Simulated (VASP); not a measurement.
A run of VASP 6.6.1:

INCAR

```
SYSTEM = Ta3H
PREC = Accurate
ENCUT = 520
EDIFF = 1E-6
ISMEAR = 0
SIGMA = 0.1
LREAL = .False.
LASPH = .True.
NELM = 100
ALGO = Normal
ISIF = 2
LWAVE = .False.
LCHARG = .False.
LDIPOL = .True.
IDIPOL = 3
DIPOL = 0.5 0.5 0.344
GGA = CA
NBANDS = 44
```

KPOINTS

```
Automatic mesh
0
Gamma
  6 6 1
  0 0 0
```

Contents of POSCAR:

```
Ta3H
1.0
    4.6002247492      0.0000000000      0.0000000000
   -2.3001123746      3.9839114959      0.0000000000
    0.0000000000      0.0000000000     22.4017722044
Ta H
6 2
Direct
    0.6666666667      0.3333333333      0.1785573018
    0.3333333333      0.6666666667      0.2204743848
    0.0000000000      0.0000000000      0.2623914678
    0.6666666667      0.3333333333      0.3016814391
    0.3333333333      0.6666666667      0.3385386112
    0.0000000000      0.0000000000      0.3750494438
    0.2518155770      0.6666666667      0.5357510154
    0.4148510896      0.6666666667      0.5357510154
```

Potentials or basis: VASP PAW LDA potentials, release 64 (Ta_pv, H).

Command:

```bash
$ cat potpaw_LDA.64/Ta_pv/POTCAR potpaw_LDA.64/H/POTCAR > POTCAR
$ mpirun -np 1 vasp_std > vasp.out
```

Hardware: 1 thread of Intel(R) Xeon(R) Platinum 8259CL CPU @ 2.50GHz (Skylake/Cascade Lake), on a shared host.

Task: Estimate the wall time of this run.

Result: Wall time 7.7 min on 1 thread of Intel(R) Xeon(R) Platinum 8259CL CPU @ 2.50GHz (Skylake/Cascade Lake) (shared host), peak memory 0.47 GiB. Counts: scf iterations 30, k points 13.
